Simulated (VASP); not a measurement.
# BAs (Pm-3m) in VASP: a series of runs

The runs below take BAs through single point, with PBE, r2SCAN.

All numbers are computed with VASP 6.6.1; they aren't measurements. Logs are shortened: lines on timing, memory, paths and dates and some standing lists are left out, and cuts for length are marked.

## 1. The cell of the first run

The structure is cubic, space group Pm-3m (No. 221). Conventional cell: a = 2.925 Å, b = 2.925 Å, c = 2.925 Å, α = 90.00°, β = 90.00°, γ = 90.00°. B (site symmetry m-3m) has 8 As at 2.53 Å and 6 B at 2.93 Å within 3.3 Å. Within 3.3 Å of As (site symmetry m-3m) lie 8 B at 2.53 Å and 6 As at 2.93 Å.

## 2. Single point, PBE

Input file INCAR:

```
PREC = Accurate
ENCUT = 500
EDIFF = 1E-6
ISMEAR = -1
SIGMA = 0.02
LREAL = False
LASPH = True
NELM = 120
ALGO = Normal
ISIF = 2
LWAVE = False
LCHARG = False
GGA = PE
NBANDS = 11
GGA_COMPAT = False
```

Input file KPOINTS:

```
regular mesh
0
Gamma
  4 4 4
```

Input file POSCAR:

```
BAs
1.0
    2.9251576732      0.0000000000      0.0000000000
    0.0000000000      2.9251576732      0.0000000000
    0.0000000000      0.0000000000      2.9251576732
B As
1 1
Direct
    0.0000000000      0.0000000000      0.0000000000
    0.5000000000      0.5000000000      0.5000000000
```

Potentials or basis: VASP PAW PBE potentials, release 64 (B, As).

On the command line:

```bash
$ cat potpaw_PBE.64/B/POTCAR potpaw_PBE.64/As/POTCAR > POTCAR
$ mpirun -np 1 vasp_std > vasp.out
```

OUTCAR:

```text
PREC = Accurate
   ENCUT = 500
   EDIFF = 1E-6
   ISMEAR = -1
   LREAL = False
   LASPH = True
   NELM = 120
   ISIF = 2
   GGA = PE

 ion  position               nearest neighbor table
   1  0.000  0.000  0.000-   2 2.53   2 2.53   2 2.53   2 2.53   2 2.53   2 2.53   2 2.53   2 2.53

   2  0.500  0.500  0.500-   1 2.53   1 2.53   1 2.53   1 2.53   1 2.53   1 2.53   1 2.53   1 2.53

  LATTYP: Found a simple cubic cell.
 ALAT       =     2.9251576732

  Lattice vectors:

 A1 = (   2.9251576732,   0.0000000000,   0.0000000000)
 A2 = (   0.0000000000,   2.9251576732,   0.0000000000)
 A3 = (   0.0000000000,   0.0000000000,   2.9251576732)

Analysis of symmetry for initial positions (statically):
=====================================================================
 Subroutine PRICEL returns:
 Original cell was already a primitive cell.

 Routine SETGRP: Setting up the symmetry group for a
 simple cubic supercell.

 Subroutine GETGRP returns: Found 48 space group operations
 (whereof 48 operations were pure point group operations)
 out of a pool of 48 trial point group operations.

The static configuration has the point symmetry O_h .

Analysis of symmetry for dynamics (positions and initial velocities):
=====================================================================
 Subroutine PRICEL returns:
 Original cell was already a primitive cell.

 Routine SETGRP: Setting up the symmetry group for a
 simple cubic supercell.

 Subroutine GETGRP returns: Found 48 space group operations
 (whereof 48 operations were pure point group operations)
 out of a pool of 48 trial point group operations.

The dynamic configuration has the point symmetry O_h .

 Subroutine INISYM returns: Found 48 space group operations
 (whereof 48 operations are pure point group operations),
 and found     1 'primitive' translations

----------------------------------------------------------------------------------------

                                     Primitive cell

  volume of cell :      25.0293

  direct lattice vectors                    reciprocal lattice vectors
     2.925157673  0.000000000  0.000000000     0.341861914  0.000000000  0.000000000
     0.000000000  2.925157673  0.000000000     0.000000000  0.341861914  0.000000000
     0.000000000  0.000000000  2.925157673     0.000000000  0.000000000  0.341861914

  length of vectors
     2.925157673  2.925157673  2.925157673     0.341861914  0.341861914  0.341861914

  position of ions in fractional coordinates (direct lattice)
     0.000000000  0.000000000  0.000000000
     0.500000000  0.500000000  0.500000000

  ion indices of the primitive-cell ions
   primitive index   ion index
                 1           1
                 2           2

----------------------------------------------------------------------------------------

 KPOINTS: regular mesh

Automatic generation of k-mesh.
 Grid dimensions read from file:
 generate k-points for:    4    4    4

 Generating k-lattice:

  Cartesian coordinates                     Fractional coordinates (reciprocal lattice)
     0.085465478  0.000000000  0.000000000     0.250000000  0.000000000  0.000000000
     0.000000000  0.085465478  0.000000000     0.000000000  0.250000000  0.000000000
     0.000000000  0.000000000  0.085465478     0.000000000  0.000000000  0.250000000

  Length of vectors
     0.085465478  0.085465478  0.085465478

  Shift w.r.t. Gamma in fractional coordinates (k-lattice)
     0.000000000  0.000000000  0.000000000

 Subroutine IBZKPT returns following result:
 ===========================================

 Found     10 irreducible k-points:

 Following reciprocal coordinates:
            Coordinates               Weight
  0.000000  0.000000  0.000000      1.000000
  0.250000  0.000000  0.000000      6.000000
  0.500000  0.000000  0.000000      3.000000
  0.250000  0.250000  0.000000     12.000000
  0.500000  0.250000  0.000000     12.000000
  0.500000  0.500000  0.000000      3.000000
  0.250000  0.250000  0.250000      8.000000
  0.500000  0.250000  0.250000     12.000000
  0.500000  0.500000  0.250000      6.000000
  0.500000  0.500000  0.500000      1.000000
   k-points           NKPTS =     10   k-points in BZ     NKDIM =     10   number of bands    NBANDS=     11
   number of dos      NEDOS =    301   number of ions     NIONS =      2
   total plane-waves  NPLWV =  13824
   dimension x,y,z NGX =    24 NGY =   24 NGZ =   24
   dimension x,y,z NGXF=    48 NGYF=   48 NGZF=   48
   ions per type =               1   1
   NGX,Y,Z   is equivalent  to a cutoff of  13.64, 13.64, 13.64 a.u.
   NGXF,Y,Z  is equivalent  to a cutoff of  27.28, 27.28, 27.28 a.u.
 SYSTEM =  unknown system
   PREC   = accura    normal or accurate (medium, high low for compatibility)
   ISTART =      0    job   : 0-new  1-cont  2-samecut
   ICHARG =      2    charge: 1-file 2-atom 10-const
   ISPIN  =      1    spin polarized calculation?
   LNONCOLLINEAR =      F non collinear calculations
   LSORBIT =      F    spin-orbit coupling
   LASPH  =      T    aspherical Exc in radial PAW
   ENCUT  =  500.0 eV  36.75 Ry    6.06 a.u.   5.33  5.33  5.33*2*pi/ulx,y,z
   NELM   =    120;   NELMIN=  2; NELMDL= -5     # of ELM steps
   EDIFF  = 0.1E-05   stopping-criterion for ELM
   LREAL  =      F    real-space projection
[... 7 lines left out ...]
   TEBEG  =    0.0;   TEEND  =   0.0 temperature during run
   PSTRESS=    0.0 pullay stress
   NELECT =       8.0000    total number of electrons
   NUPDOWN=      -1.0000    fix difference up-down
   EMIN   =  10.00;   EMAX   =-10.00  energy-range for DOS
   EFERMI =   0.00;   METHOD = LEGACY
   ISMEAR =    -1;   SIGMA  =   0.02  broadening in eV -4-tet -1-fermi 0-gaus
   EFERMI_NEDOS =   21; number of points for ismear=-14 and -15
   IALGO  =     38    algorithm
   IMIX   =      4    mixing-type and parameters
     AMIX     =   0.40;   BMIX     =  1.00
     AMIX_MAG =   1.60;   BMIX_MAG =  1.00
  volume/ion in A,a.u.               =      12.51        84.45
  Fermi-wavevector in a.u.,A,eV,Ry     =   1.119323  2.115214 17.046531  1.252885
  Thomas-Fermi vector in A             =   2.255961
   LORBIT       =      0    0 simple, 1 ext, 2 COOP (PROOUT), +10 PAW based schemes
   GGA     = PE    functional components
   LHFCALC =     F    Hartree Fock is set to
   AEXX    =    0.0000 exact exchange contribution
   IVDW    =     0    specifies the selected vdW correction
   LEPSILON=     F    determine dielectric tensor
   LRPA    =     F    only Hartree local field effects (RPA)
 non-spin polarized calculation
  energy-cutoff  :      500.00
  volume of cell :       25.03
 maximum number of plane-waves:       647
 NGX is ok and might be reduce to    24
   NGX = 11   NGY = 11   NGZ = 11

 number of electron       8.0000000 magnetization

 Free energy of the ion-electron system (eV)
  ---------------------------------------------------
  ext. energy  EPLUGINS =         0.00000000
  ---------------------------------------------------
  free energy    TOTEN  =        -8.48777837 eV

  energy without entropy =       -8.48562706  energy(sigma->0) =       -8.48670272

 E-fermi :   7.3861     XC(G=0): -11.4874

 val. band max:        7.1155847908   @ k =   0.0000   0.0000   0.0000
 cond. band min:       7.4340262662   @ k =   0.2500   0.0000   0.0000
 fundamental gap:      0.3184414753
 Fermi energy:         7.3860684389

 k-point     1 :       0.0000    0.0000    0.0000
  band No.  band energies     occupation
      1      -8.5888      2.00000
      2       6.4189      2.00000
      3       6.4189      2.00000
      4       6.4189      2.00000
      5       7.1156      2.00000
      6      12.9019      0.00000
      7      12.9019      0.00000
      8      16.6889      0.00000
      9      16.6889      0.00000
     10      16.6889      0.00000
     11      26.2211      0.00000

 k-point     2 :       0.2500    0.0000    0.0000
  band No.  band energies     occupation
      1      -7.6124      2.00000
      2       1.0855      2.00000
      3       7.4340      0.16667
      4       7.4340      0.16667
      5       9.0437      0.00000
      6      13.9087      0.00000
      7      14.3723      0.00000
      8      14.3723      0.00000
      9      14.4519      0.00000
     10      18.9247      0.00000
     11      22.5532      0.00000

 k-point     3 :       0.5000    0.0000    0.0000
  band No.  band energies     occupation
      1      -5.6350      2.00000
      2      -2.8181      2.00000
      3      10.1690      0.00000
      4      10.1690      0.00000
      5      10.5046      0.00000
      6      10.5046      0.00000
      7      10.7503      0.00000
      8      11.9001      0.00000
      9      16.1786      0.00000
     10      18.1763      0.00000
     11      25.7907      0.00000

 k-point     4 :       0.2500    0.2500    0.0000
  band No.  band energies     occupation
      1      -6.6317      2.00000
      2       1.7367      2.00000
      3       2.4615      2.00000
      4       8.3908      0.00000
      5       9.6339      0.00000
      6      11.3964      0.00000
      7      13.7521      0.00000
      8      15.4242      0.00000
      9      18.1022      0.00000
     10      21.1245      0.00000
     11      21.7338      0.00000

 k-point     5 :       0.5000    0.2500    0.0000
  band No.  band energies     occupation
      1      -4.6393      2.00000
      2      -1.8519      2.00000
      3       4.4332      2.00000
      4       5.7510      2.00000
      5      10.7402      0.00000
      6      11.2890      0.00000
      7      13.3627      0.00000
      8      13.7435      0.00000
      9      20.1605      0.00000
     10      20.8431      0.00000
     11      22.3384      0.00000

 k-point     6 :       0.5000    0.5000    0.0000
  band No.  band energies     occupation
      1      -2.6489      2.00000
      2       0.4076      2.00000
      3       0.4076      2.00000
      4       1.8365      2.00000
      5      11.4833      0.00000
      6      12.3964      0.00000
      7      14.5087      0.00000
      8      14.5087      0.00000
      9      19.5252      0.00000
     10      19.8247      0.00000
     11      19.8247      0.00000

 k-point     7 :       0.2500    0.2500    0.2500
  band No.  band energies     occupation
      1      -5.6492      2.00000
      2       2.3156      2.00000
      3       3.5219      2.00000
      4       3.5219      2.00000
      5       9.2814      0.00000
      6      11.5116      0.00000
      7      11.5116      0.00000
      8      14.3646      0.00000
      9      21.7184      0.00000
     10      21.7184      0.00000
     11      23.0291      0.00000

 k-point     8 :       0.5000    0.2500    0.2500
  band No.  band energies     occupation
      1      -3.6547      2.00000
      2      -0.8771      2.00000
      3       4.8304      2.00000
      4       6.2364      2.00000
      5       6.2599      2.00000
      6       7.0764      2.00000
      7      12.8978      0.00000
      8      13.3047      0.00000
      9      22.3065      0.00000
     10      22.6090      0.00000
     11      23.6491      0.00000

 k-point     9 :       0.5000    0.5000    0.2500
  band No.  band energies     occupation
      1      -1.7267      2.00000
      2       1.4806      2.00000
      3       1.4806      2.00000
      4       2.6463      2.00000
      5       7.7742      0.00000
      6       8.7383      0.00000
      7       9.8215      0.00000
      8       9.8215      0.00000
      9      24.0343      0.00000
     10      24.3983      0.00000
     11      24.3983      0.00000

 k-point    10 :       0.5000    0.5000    0.5000
  band No.  band energies     occupation
      1      -0.0845      2.00000
      2       4.1378      2.00000
      3       4.1378      2.00000
      4       4.1378      2.00000
      5       4.7982      2.00000
      6       5.3075      2.00000
      7       5.3075      2.00000
      8       5.3075      2.00000
      9      26.8365      0.00000
     10      26.8365      0.00000
     11      26.8365      0.00000

------------------------ aborting loop because EDIFF is reached ----------------------------------------

  FORCE on cell =-STRESS in cart. coord.  units (eV):
  Direction    XX          YY          ZZ          XY          YZ          ZX
  --------------------------------------------------------------------------------------
  -------------------------------------------------------------------------------------
  Total       -0.3192368     -0.3192368     -0.3192368     -0.0000000      0.0000000     -0.0000000
  in kB      -20.4350471    -20.4350471    -20.4350471     -0.0000000      0.0000000     -0.0000000
  external PRESSURE =     -20.4350471 kB  Pullay stress =       0.0000000 kB

 VOLUME and BASIS-vectors are now :
 -----------------------------------------------------------------------------
  energy-cutoff  :      500.00
  volume of cell :       25.03
      direct lattice vectors                 reciprocal lattice vectors
     2.925157673  0.000000000  0.000000000     0.341861914  0.000000000  0.000000000
     0.000000000  2.925157673  0.000000000     0.000000000  0.341861914  0.000000000
     0.000000000  0.000000000  2.925157673     0.000000000  0.000000000  0.341861914

 POSITION                                       TOTAL-FORCE (eV/Angst)
 -----------------------------------------------------------------------------------
      0.00000      0.00000      0.00000         0.000000      0.000000      0.000000
      1.46258      1.46258      1.46258         0.000000      0.000000      0.000000
 -----------------------------------------------------------------------------------
    total drift:                                0.000000     -0.000000     -0.000000

  FREE ENERGIE OF THE ION-ELECTRON SYSTEM (eV)
  ---------------------------------------------------
  free  energy   TOTEN  =        -8.4877783740 eV

  energy  without entropy=       -8.4856270630  energy(sigma->0) =       -8.48670272
```

Wall time 4.8 s (1 thread of AMD EPYC 7R13, shared host); peak memory 0.1 GiB.

Results:

```
Free energy            : -8.4878 eV
Pressure               : -2.0 GPa
Band gap on the k mesh : zero (band 4 reaches 10.17 eV, above the bottom of band 5 at 4.80 eV)
```

Levels at points of the mesh, in eV from the Fermi level:
```
           k point  band 1  band 2  band 3  band 4  band 5  band 6  band 7  band 8  band 9
(0.00, 0.00, 0.00)  -15.97   -0.97   -0.97   -0.97   -0.27    5.52    5.52    9.30    9.30
(0.50, 0.00, 0.00)  -13.02  -10.20    2.78    2.78    3.12    3.12    3.36    4.51    8.79
(0.50, 0.50, 0.00)  -10.03   -6.98   -6.98   -5.55    4.10    5.01    7.12    7.12   12.14
(0.50, 0.50, 0.50)   -7.47   -3.25   -3.25   -3.25   -2.59   -2.08   -2.08   -2.08   19.45
```

Caveat: the k points lie up to 0.54 Å⁻¹ apart.

## 3. Single point, PBE

Input file INCAR:

```
PREC = Accurate ; ENCUT = 500
EDIFF = 1E-6 ; ISMEAR = -1
SIGMA = 0.02 ; LREAL = F
LASPH = T ; NELM = 120
ALGO = Normal ; ISIF = 2
LWAVE = F ; LCHARG = T
GGA = PE ; LELF = T
LVHAR = T ; NBANDS = 11
GGA_COMPAT = F
```

Input file KPOINTS:

```
regular mesh
0
Gamma
  6 6 6
```

POSCAR is that of step 2.

Potentials or basis: VASP PAW PBE potentials, release 64 (B, As).

On the command line:

```bash
$ cat potpaw_PBE.64/B/POTCAR potpaw_PBE.64/As/POTCAR > POTCAR
$ mpirun -np 1 vasp_std > vasp.out
```

OUTCAR:

```text
PREC = Accurate
   ENCUT = 500
   EDIFF = 1E-6
   ISMEAR = -1
   LREAL = F
   LASPH = T
   NELM = 120
   ISIF = 2
   GGA = PE

 ion  position               nearest neighbor table
   1  0.000  0.000  0.000-   2 2.53   2 2.53   2 2.53   2 2.53   2 2.53   2 2.53   2 2.53   2 2.53

   2  0.500  0.500  0.500-   1 2.53   1 2.53   1 2.53   1 2.53   1 2.53   1 2.53   1 2.53   1 2.53

  LATTYP: Found a simple cubic cell.
 ALAT       =     2.9251576732

[... 460 lines left out ...]
     11      26.8112      0.00000

------------------------ aborting loop because EDIFF is reached ----------------------------------------

  FORCE on cell =-STRESS in cart. coord.  units (eV):
  Direction    XX          YY          ZZ          XY          YZ          ZX
  --------------------------------------------------------------------------------------
  -------------------------------------------------------------------------------------
  Total        0.3857641      0.3857641      0.3857641      0.0000000      0.0000000      0.0000000
  in kB       24.6936091     24.6936091     24.6936091      0.0000000      0.0000000      0.0000000
  external PRESSURE =      24.6936091 kB  Pullay stress =       0.0000000 kB

 VOLUME and BASIS-vectors are now :
 -----------------------------------------------------------------------------
  energy-cutoff  :      500.00
  volume of cell :       25.03
      direct lattice vectors                 reciprocal lattice vectors
     2.925157673  0.000000000  0.000000000     0.341861914  0.000000000  0.000000000
     0.000000000  2.925157673  0.000000000     0.000000000  0.341861914  0.000000000
     0.000000000  0.000000000  2.925157673     0.000000000  0.000000000  0.341861914

 POSITION                                       TOTAL-FORCE (eV/Angst)
 -----------------------------------------------------------------------------------
      0.00000      0.00000      0.00000         0.000000      0.000000      0.000000
      1.46258      1.46258      1.46258         0.000000      0.000000      0.000000
 -----------------------------------------------------------------------------------
    total drift:                                0.000000     -0.000000     -0.000000

  FREE ENERGIE OF THE ION-ELECTRON SYSTEM (eV)
  ---------------------------------------------------
  free  energy   TOTEN  =        -8.3812109857 eV

  energy  without entropy=       -8.3791890546  energy(sigma->0) =       -8.38020002
```

It took 12 s on 1 thread of AMD EPYC 7R13, shared host; peak memory 0.11 GiB.

Results:

```
Free energy            : -8.3812 eV
Pressure               : 2.5 GPa
Band gap on the k mesh : zero (band 4 reaches 10.10 eV, above the bottom of band 5 at 4.71 eV)
```

Levels at points of the mesh, in eV from the Fermi level:
| k point | band 1 | band 2 | band 3 | band 4 | band 5 | band 6 | band 7 | band 8 | band 9 |
| --- | --- | --- | --- | --- | --- | --- | --- | --- | --- |
| (0.00, 0.00, 0.00) | -15.89 | -0.92 | -0.92 | -0.92 | -0.23 | 5.59 | 5.59 | 9.35 | 9.35 |
| (0.50, 0.00, 0.00) | -12.91 | -10.17 | 2.76 | 2.76 | 3.24 | 3.24 | 3.39 | 4.56 | 8.90 |
| (0.50, 0.50, 0.00) | -9.89 | -6.92 | -6.92 | -5.57 | 4.05 | 5.16 | 7.16 | 7.16 | 12.26 |
| (0.50, 0.50, 0.50) | -7.30 | -3.14 | -3.14 | -3.14 | -2.63 | -2.08 | -2.08 | -2.08 | 19.47 |

[end of part 1 of 2]
